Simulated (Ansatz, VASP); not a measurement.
**Two plane-wave programs on Ir**

The input POSCAR:

```
Ir
1.0
   12.2384552500      0.0000000000      0.0000000000
    0.0000000000      2.2334312600      0.0000000000
    0.0000000000      0.0000000000      7.1930008000
Ir
2
Direct
    0.2500000000      0.0000000000      0.1639884000
    0.7500000000      0.0000000000      0.8360116000
```

File INCAR.step1:

```
PREC = Accurate
ENCUT = 520
ISMEAR = 0
SIGMA = 0.1
LREAL = F
LASPH = T
NELM = 100
NBANDS = 16
GGA = PE
ALGO = Normal
EDIFF = 1E-4
LWAVE = T
LCHARG = F
```

Contents of INCAR.step2:

```
PREC = Accurate
ENCUT = 520
EDIFF = 1E-6
ISMEAR = 0
SIGMA = 0.1
LREAL = F
LASPH = T
NELM = 100
ALGO = Normal
ISIF = 2
LWAVE = F
LCHARG = T
METAGGA = R2SCAN
LMIXTAU = T
LELF = T
LVHAR = T
NBANDS = 16
ISTART = 1
```

KPOINTS

```
Automatic mesh
0
Gamma
  4 18 6
```

Input for Ansatz:

```yaml
crystal:
  lattice:
    - [12.23845525, 0.0, 0.0]
    - [0.0, 2.23343126, 0.0]
    - [0.0, 0.0, 7.1930008]
  atoms:
    - { symbol: Ir, position: [0.25, 0.0, 0.1639884] }
    - { symbol: Ir, position: [0.75, 0.0, 0.8360116] }
basis:
  ecutwfc: 500
kpoints:
  mp_grid: { grid: [4, 18, 6] }
hamiltonian:
  xc: r2scan
scf:
  occupations: { method: gaussian, width: 0.1 }
  lower_state_search: "off"
output:
  forces: true
  stress: true
  eigenvalues: true
```

Alike in both runs: task single point; functional r2SCAN; k mesh 4 × 18 × 6; occupations gaussian, width 0.1 eV; no spin polarisation.

```csv
,VASP,Ansatz
version,VASP 6.6.1,Ansatz 0.2.0
potentials or method,"VASP PAW PBE potentials, release 64 (Ir), cutoff 520 eV","scalar-relativistic, plane waves, PAW"
valence electrons in the cell,18,34
```

|  | VASP | Ansatz | Ansatz less VASP |
| --- | --- | --- | --- |
| gap on the k mesh at the Fermi level (eV) | none | none | - |
| pressure (GPa) | 0.6 | 0.7 | +0.07 |
| traceless stress, the component that is largest in VASP (GPa) | 1.23 | 1.36 | +0.129 |

VASP's potentials were made for PBE, not for r2SCAN. A gap of «none» marks a metal or a gap that the smearing closes. VASP's potentials hold 18 valence electrons a cell and Ansatz's 34, so a difference there can come from the potentials and not from the codes.

Spin-orbit coupling is off throughout.
